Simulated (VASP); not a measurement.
**NbAu2: relaxation of shape and atoms at fixed volume with LDA**

The system is NbAu2.

```
Nb Au
1.0
     4.61900    0.00000    0.00000
    -2.30950    4.00017    0.00000
     0.00000    0.00000    2.72894
Nb Au
1 2
Direct
  0.00000 0.00000 0.00000
  0.33333 0.66667 0.50000
  0.66667 0.33333 0.50000
```

This cell differs from its parent crystal: volume scaled by 1.02.

```
Program                : VASP 6.6.1
Task                   : relaxation of shape and atoms at fixed volume
Functional             : LDA
Potentials or basis    : VASP PAW LDA potentials, release 64 (Nb_sv, Au)
Cutoff                 : 600 eV
k mesh                 : 12 × 12 × 16
Occupations            : fermi-dirac, width 0.15 eV
Spin                   : no spin polarisation
Dipole correction      : no
Further INCAR settings : ALGO = Fast; EDIFF = 1e-06; IBRION = 2; EDIFFG = -0.001; NSW = 80; ISIF = 4
```

- Energy gained by relaxing: 0.0 meV/atom
- Ionic steps: 11
- Pressure after relaxing: -3.8 GPa

Final structure:
```
Nb Au
1.0
     4.61970    0.00000    0.00000
    -2.30985    4.00078    0.00000
     0.00000    0.00000    2.72812
Nb Au
1 2
Direct
  0.00000 0.00000 0.00000
  0.33333 0.66667 0.50000
  0.66667 0.33333 0.50000
```

Levels at points of the mesh, in eV from the Fermi level:
```tsv
k point	band 15	band 16	band 17	band 18	band 19	band 20	band 21
(0.00, 0.00, 0.00)	-3.35	-2.39	-2.19	-2.19	2.80	2.81	2.81
(0.50, 0.00, 0.00)	-3.08	-2.82	-2.25	-0.67	0.59	0.72	2.47
(0.00, 0.00, 0.50)	-1.85	0.16	0.16	0.43	1.71	1.71	5.57
(0.50, 0.00, 0.50)	-2.43	-1.02	-0.95	0.48	0.93	1.28	2.63
```

It took 8.4 min on 1 thread of Intel(R) Xeon(R) 6975P-C (Granite Rapids) (shared host), peak memory 0.34 GiB.

Caveat: spin-orbit coupling is left out, which moves the levels of the heavy elements.
